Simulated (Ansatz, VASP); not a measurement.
## Two plane-wave programs on LiTa3O4

```
CELL_PARAMETERS angstrom
2.78783 -5.98982 0.00000
2.78783 5.98982 0.00000
0.00000 0.00000 2.94988
ATOMIC_POSITIONS crystal
Li 0.00000 0.00000 0.50000
Ta 0.24658 0.75342 0.00000
Ta 0.75342 0.24658 0.00000
Ta 0.50000 0.50000 0.00000
O 0.35529 0.12448 0.00000
O 0.87552 0.64471 0.00000
O 0.12448 0.35529 0.00000
O 0.64471 0.87552 0.00000
```

Change from the starting cell: species swapped into the NaCu3O4 type (Cmmm, No. 65).

Alike in both runs: functional PBE; k mesh 3 × 3 × 5; occupations gaussian, width 0.2 eV; no spin polarisation.

Ansatz relaxed the structure, and its values are those at the end. VASP's run is a single point on that final structure, the one shown.

|  | VASP | Ansatz |
| --- | --- | --- |
| version | VASP 6.6.1 | Ansatz 0.2.0 |
| potentials or method | VASP PAW PBE potentials, release 64 (Li_sv, Ta_pv, O), cutoff 520 eV | scalar-relativistic, plane waves, PAW |
| valence electrons in the cell | 60 | 66 |

Ansatz gave:

* gap on the k mesh at the Fermi level (eV): none
* rms of the force components (eV/Å): 0.011

**Question.** What did VASP give for the same quantities?

**Answer.** gap on the k mesh at the Fermi level (eV): none; rms of the force components (eV/Å): 0.022.

A gap of «none» marks a metal or a gap that the smearing closes. VASP's potentials hold 60 valence electrons a cell and Ansatz's 66, so a difference there can come from the potentials and not from the codes.

The k mesh is coarse, so the values compare programs but aren't converged. Neither program's run includes spin-orbit coupling. Noted on VASP's run: the cutoff is short for stress, so the pressure is rough.
